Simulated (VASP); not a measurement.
Input of a VASP 6.6.1 run:

The input INCAR:

```
  ALGO = Normal
  EDIFF = 1E-6
  ENCUT = 500
  GGA = PE
  GGA_COMPAT = F
  ISIF = 2
  ISMEAR = 0
  LASPH = T
  LCHARG = F
  LMAXMIX = 6
  LREAL = F
  LWAVE = F
  NBANDS = 31
  NELM = 200
  PREC = Accurate
  SIGMA = 0.1
```

File KPOINTS:

```
k-points
0
Gamma
  4 4 4
```

The input POSCAR:

```
Ho4Pt
1.0
    5.2058862600      0.0000000000      0.0000000000
    0.0000000000      5.2058862600      0.0000000000
    0.0000000000      0.0000000000      5.2058862600
Ho Pt
4 1
Direct
    0.2437810800      0.7562189200      0.7562189200
    0.7562189200      0.2437810800      0.7562189200
    0.7562189200      0.7562189200      0.2437810800
    0.2437810800      0.2437810800      0.2437810800
    0.0000000000      0.0000000000      0.0000000000
```

Potentials or basis: VASP PAW PBE potentials, release 64 (Ho_3, Pt), 4f in core.

Run with:

```console
$ cat potpaw_PBE.64/Ho_3/POTCAR potpaw_PBE.64/Pt/POTCAR > POTCAR
$ mpirun -np 1 vasp_std > vasp.out
```

Problem. Estimate the largest force.

Solution. 11.003 eV/Å.

Problem. What does it give for the band gap on the k mesh?

Solution. Zero (bands 23 and 24 overlap by 0.57 eV).

Problem. What does it give for the pressure?

Solution. 35.8 GPa.

Forces on the atoms (eV/Å):
```
Ho   6.353 -6.353 -6.353
Ho  -6.353  6.353 -6.353
Ho  -6.353 -6.353  6.353
Ho   6.353  6.353  6.353
Pt   0.000  0.000  0.000
```

Caveat: the cell stands under pressure; spin-orbit coupling is left out, which moves the levels of the heavy elements; the 4f electrons are frozen in the core, so they carry no moment and show no levels; forces of over 1 eV/Å act on the atoms, so gaps and moduli don't describe the material at rest. Spin polarisation is off, so any magnetic state and its effect on volume and gap are missing.
